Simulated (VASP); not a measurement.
# In2O (antifluorite type) (Fm-3m) in VASP: notebook, part 2 of 2

VASP 6.6.1. Earlier steps stand in the parts before.

### Step 3. Single point, PBE

Input file INCAR:

```
PREC = Accurate
ENCUT = 520
EDIFF = 1E-6
ISMEAR = -1
SIGMA = 0.06122561905347299
LREAL = F
LASPH = T
NELM = 80
ALGO = Normal
ISIF = 2
LWAVE = F
LCHARG = T
GGA = PE
LELF = T
LVHAR = T
NBANDS = 23
```

Input file KPOINTS:

```
regular mesh
0
Gamma
  15 15 15
```

Input file POSCAR:

```
In2O
1.0
    0.0000000000      3.2058644963      3.2058644963
    3.2058644963      0.0000000000      3.2058644963
    3.2058644963      3.2058644963      0.0000000000
In O
2 1
Direct
    0.2500000000      0.2500000000      0.2500000000
    0.7500000000      0.7500000000      0.7500000000
    0.0000000000      0.0000000000      0.0000000000
```

Potentials or basis: VASP PAW PBE potentials, release 64 (In_d, O).

Command:

```bash
> cat potpaw_PBE.64/In_d/POTCAR potpaw_PBE.64/O/POTCAR > POTCAR
> mpirun -np 1 vasp_std > vasp.out
```

OUTCAR:

```text
PREC = Accurate
   ENCUT = 520
   EDIFF = 1E-6
   ISMEAR = -1
   LREAL = F
   LASPH = T
   NELM = 80
   ISIF = 2
   GGA = PE

 ion  position               nearest neighbor table
   1  0.250  0.250  0.250-   3 2.78   3 2.78   3 2.78   3 2.78   2 3.21   2 3.21   2 3.21   2 3.21
                             2 3.21   2 3.21
   2  0.750  0.750  0.750-   3 2.78   3 2.78   3 2.78   3 2.78   1 3.21   1 3.21   1 3.21   1 3.21
                             1 3.21   1 3.21
   3  0.000  0.000  0.000-   2 2.78   2 2.78   2 2.78   1 2.78   1 2.78   1 2.78   2 2.78   1 2.78

  LATTYP: Found a face centered cubic cell.
 ALAT       =     6.4117289926
[... 812 lines left out ...]
     23      14.4850      0.00000

 [... further k-points ...]
[... 5 lines left out ...]
  --------------------------------------------------------------------------------------
  -------------------------------------------------------------------------------------
  Total        0.0017188      0.0017188      0.0017188      0.0000000     -0.0000000      0.0000000
  in kB        0.0417894      0.0417894      0.0417894      0.0000000     -0.0000000      0.0000000
  external PRESSURE =       0.0417894 kB  Pullay stress =       0.0000000 kB

 VOLUME and BASIS-vectors are now :
 -----------------------------------------------------------------------------
  energy-cutoff  :      520.00
  volume of cell :       65.90
      direct lattice vectors                 reciprocal lattice vectors
     0.000000000  3.205864496  3.205864496    -0.155964171  0.155964171  0.155964171
     3.205864496  0.000000000  3.205864496     0.155964171 -0.155964171  0.155964171
     3.205864496  3.205864496  0.000000000     0.155964171  0.155964171 -0.155964171

 POSITION                                       TOTAL-FORCE (eV/Angst)
 -----------------------------------------------------------------------------------
      1.60293      1.60293      1.60293         0.000000      0.000000      0.000000
      4.80880      4.80880      4.80880        -0.000000     -0.000000     -0.000000
      0.00000      0.00000      0.00000        -0.000000      0.000000     -0.000000
 -----------------------------------------------------------------------------------
    total drift:                                0.000000      0.000000      0.000000

  FREE ENERGIE OF THE ION-ELECTRON SYSTEM (eV)
  ---------------------------------------------------
  free  energy   TOTEN  =       -10.6099539556 eV

  energy  without entropy=      -10.5955141882  energy(sigma->0) =      -10.60273407
```

OSZICAR:

```text
N       E                     dE             d eps       ncg     rms          rms(c)
DAV:   1     0.275596808353E+03    0.27560E+03   -0.15307E+04  5541   0.184E+03
DAV:   2     0.185271847114E+02   -0.25707E+03   -0.24242E+03  5723   0.413E+02
DAV:   3    -0.123291631700E+02   -0.30856E+02   -0.28882E+02  7219   0.144E+02
DAV:   4    -0.134578792045E+02   -0.11287E+01   -0.11272E+01  6136   0.293E+01
DAV:   5    -0.135022661840E+02   -0.44387E-01   -0.44384E-01  8780   0.547E+00    0.989E+00
DAV:   6    -0.119069551705E+02    0.15953E+01   -0.12987E+01  8315   0.282E+01    0.106E+01
DAV:   7    -0.106930166472E+02    0.12139E+01   -0.22942E+00  8707   0.159E+01    0.238E+00
DAV:   8    -0.106790078297E+02    0.14009E-01   -0.54549E-01  5772   0.364E+00    0.128E+00
DAV:   9    -0.106271862423E+02    0.51822E-01   -0.75324E-02  8516   0.274E+00    0.123E+00
DAV:  10    -0.106110930630E+02    0.16093E-01   -0.53495E-02  7968   0.173E+00    0.401E-01
DAV:  11    -0.106101309926E+02    0.96207E-03   -0.47097E-03  7421   0.558E-01    0.278E-01
DAV:  12    -0.106107456342E+02   -0.61464E-03   -0.11651E-03  7286   0.222E-01    0.240E-01
DAV:  13    -0.106099402748E+02    0.80536E-03   -0.10513E-03  8814   0.270E-01    0.494E-02
DAV:  14    -0.106099531155E+02   -0.12841E-04   -0.15201E-04  5723   0.631E-02    0.174E-02
DAV:  15    -0.106099539556E+02   -0.84015E-06   -0.73553E-06  8129   0.173E-02
   1 F= -.10609954E+02 E0= -.10602734E+02  d E =-.144398E-01
```

It took 84 s on 1 thread of Intel Xeon 6975P-C (Granite Rapids), shared host; peak memory 0.3 GiB.

What came out:

```
Free energy            : -10.6100 eV
Pressure               : 0.0 GPa
Band gap on the k mesh : zero (band 16 reaches 7.29 eV, above the bottom of band 17 at 5.59 eV)
```

Caveat: spin-orbit coupling is left out, which moves the levels of the heavy elements.

### Step 4. Single point, PBE

This run uses another cell than the first one, of 22.40 Å³/atom, 1.020 times its volume.

Input file INCAR:

```
ALGO     = Normal         # electronic algorithm
EDIFF    = 1E-6           # SCF threshold, eV
ENCUT    = 520            # plane-wave cutoff, eV
GGA      = PE             # functional
ISIF     = 2              # what is computed and relaxed
ISMEAR   = -1             # smearing method
LASPH    = T              # aspherical terms in the spheres
LCHARG   = F              # write CHGCAR
LREAL    = F              # projectors in reciprocal space
LWAVE    = F              # write WAVECAR
NBANDS   = 23             # bands
NELM     = 80             # most SCF steps
PREC     = Accurate       # precision mode
SIGMA    = 0.06122561905347299 # smearing width, eV
```

Input file KPOINTS:

```
k-points
0
Gamma
  15 15 15
```

Input file POSCAR:

```
In2O
1.0
    0.0000000000      3.2270960057      3.2270960057
    3.2270960057      0.0000000000      3.2270960057
    3.2270960057      3.2270960057      0.0000000000
In O
2 1
Direct
    0.2500000000      0.2500000000      0.2500000000
    0.7500000000      0.7500000000      0.7500000000
    0.0000000000      0.0000000000      0.0000000000
```

Command:

```bash
> cat potpaw_PBE.64/In_d/POTCAR potpaw_PBE.64/O/POTCAR > POTCAR
> mpirun -np 1 vasp_std > vasp.out
```

It took 92 s on 1 thread of Intel Xeon 6975P-C (Granite Rapids), shared host; peak memory 0.31 GiB.

It converged, with:

| Property | Result |
| --- | --- |
| Free energy | -10.6072 eV |
| Pressure | -0.9 GPa |
| Band gap on the k mesh | zero (band 16 reaches 6.93 eV, above the bottom of band 17 at 5.37 eV) |

Levels at points of the mesh, in eV from the Fermi level:
| k point | band 12 | band 13 | band 14 | band 15 | band 16 | band 17 | band 18 | band 19 | band 20 | band 21 |
| --- | --- | --- | --- | --- | --- | --- | --- | --- | --- | --- |
| (0.00, 0.00, 0.00) | -6.75 | -2.29 | -2.29 | -2.29 | 1.40 | 1.94 | 1.94 | 1.94 | 6.64 | 6.64 |

Caveat: spin-orbit coupling is left out, which moves the levels of the heavy elements.

### Step 5. Single point, PBE

This run uses another cell than the first one, of 22.40 Å³/atom, 1.020 times its volume.

Input file INCAR:

```
SYSTEM = In2O
ALGO = Normal
EDIFF = 1E-7
ENCUT = 520
GGA = PE
ISIF = 2
ISMEAR = -1
LASPH = .TRUE.
LCHARG = .TRUE.
LELF = .TRUE.
LREAL = .FALSE.
LVHAR = .TRUE.
LWAVE = .FALSE.
NBANDS = 23
NELM = 100
PREC = Accurate
SIGMA = 0.06122561905347299
```

Input file KPOINTS:

```
k-points
0
G
  15 15 15
  0 0 0
```

POSCAR is that of step 4.

Command:

```bash
> cat potpaw_PBE.64/In_d/POTCAR potpaw_PBE.64/O/POTCAR > POTCAR
> mpirun -np 1 vasp_std > vasp.out
```

Wall time 100 s (1 thread of Intel Xeon 6975P-C (Granite Rapids), shared host); peak memory 0.31 GiB.

It converged, with:

- Free energy: -10.6072 eV
- Pressure: -0.9 GPa
- Band gap on the k mesh: zero (band 16 reaches 6.93 eV, above the bottom of band 17 at 5.37 eV)

Levels at points of the mesh, in eV from the Fermi level:
```
           k point  band 12  band 13  band 14  band 15  band 16  band 17  band 18  band 19  band 20  band 21
(0.00, 0.00, 0.00)    -6.75    -2.29    -2.29    -2.29     1.40     1.94     1.94     1.94     6.64     6.64
```

Caveat: spin-orbit coupling is left out, which moves the levels of the heavy elements.

### Step 6. Single point, PBE

This run uses another cell than the first one, of 22.84 Å³/atom, 1.040 times its volume.

Input file INCAR:

```
PREC = Accurate
ENCUT = 520
EDIFF = 1E-7
ISMEAR = -1
SIGMA = 0.06122561905347299
LREAL = F
LASPH = T
NELM = 80
ALGO = Normal
ISIF = 2
LWAVE = F
LCHARG = T
GGA = PE
LELF = T
LVHAR = T
NBANDS = 23
```

Input file KPOINTS:

```
regular mesh
0
Gamma
  15 15 15
```

Input file POSCAR:

```
In2O
1.0
    0.0000000000      3.2480517618      3.2480517618
    3.2480517618      0.0000000000      3.2480517618
    3.2480517618      3.2480517618      0.0000000000
In O
2 1
Direct
    0.2500000000      0.2500000000      0.2500000000
    0.7500000000      0.7500000000      0.7500000000
    0.0000000000      0.0000000000      0.0000000000
```

Potentials or basis: VASP PAW PBE potentials, release 64 (In_d, O).

Command:

```bash
> cat potpaw_PBE.64/In_d/POTCAR potpaw_PBE.64/O/POTCAR > POTCAR
> mpirun -np 1 vasp_std > vasp.out
```

It took 1.9 min on 1 thread of Intel Xeon 6975P-C (Granite Rapids), shared host; peak memory 0.31 GiB.

The run converged. Its results:

```
Free energy            : -10.5980 eV
Pressure               : -1.6 GPa
Band gap on the k mesh : zero (band 16 reaches 6.58 eV, above the bottom of band 17 at 5.16 eV)
```

Levels at points of the mesh, in eV from the Fermi level:
| k point | band 12 | band 13 | band 14 | band 15 | band 16 | band 17 | band 18 | band 19 | band 20 | band 21 |
| --- | --- | --- | --- | --- | --- | --- | --- | --- | --- | --- |
| (0.00, 0.00, 0.00) | -6.68 | -2.22 | -2.22 | -2.22 | 1.27 | 1.95 | 1.95 | 1.95 | 6.59 | 6.59 |

Caveat: spin-orbit coupling is left out, which moves the levels of the heavy elements.

### Step 7. Single point, PBE

This run uses another cell than the first one, of 22.84 Å³/atom, 1.040 times its volume.

Input file INCAR:

```
SYSTEM = In2O
  PREC = Accurate
  ENCUT = 520
  EDIFF = 1E-6
  ISMEAR = -1
  SIGMA = 0.06122561905347299
  LREAL = .FALSE.
  LASPH = .TRUE.
  NELM = 100
  ALGO = Normal
  ISIF = 2
  LWAVE = .FALSE.
  LCHARG = .FALSE.
  GGA = PE
  NBANDS = 23
```

Input file KPOINTS:

```
Automatic mesh
0
G
  15 15 15
  0 0 0
```

POSCAR is that of step 6.

Command:

```bash
> cat potpaw_PBE.64/In_d/POTCAR potpaw_PBE.64/O/POTCAR > POTCAR
> mpirun -np 1 vasp_std > vasp.out
```

Run time: 92 s. Hardware: 1 thread of Intel Xeon 6975P-C (Granite Rapids), shared host; peak memory 0.31 GiB.

The run converged. Its results:

* Free energy: -10.5980 eV
* Pressure: -1.6 GPa
* Band gap on the k mesh: zero (band 16 reaches 6.58 eV, above the bottom of band 17 at 5.16 eV)

Levels at points of the mesh, in eV from the Fermi level:
| k point | band 12 | band 13 | band 14 | band 15 | band 16 | band 17 | band 18 | band 19 | band 20 | band 21 |
| --- | --- | --- | --- | --- | --- | --- | --- | --- | --- | --- |
| (0.00, 0.00, 0.00) | -6.68 | -2.22 | -2.22 | -2.22 | 1.27 | 1.95 | 1.95 | 1.95 | 6.59 | 6.59 |

Caveat: spin-orbit coupling is left out, which moves the levels of the heavy elements.

### Step 8. Summary

| cell | gap on the mesh (eV) | pressure (GPa) |
| --- | --- | --- |
| a = 4.534 Å, angles 60.0°, 3 atoms | none | 0.0 |
| a = 4.564 Å, angles 60.0°, 3 atoms | none | -0.9 |
| a = 4.593 Å, angles 60.0°, 3 atoms | none | -1.6 |

Alike in all rows: task single point; level PBE; potentials or basis VASP PAW PBE potentials, release 64 (In_d, O); no spin polarisation; k mesh 15 × 15 × 15; cutoff (eV) 520; smearing fermi-dirac 0.0612256 eV.

Caveats: spin-orbit coupling is left out, which moves the levels of the heavy elements.

Total energies depend on the potentials used, so only differences within one code and one set of settings carry meaning.
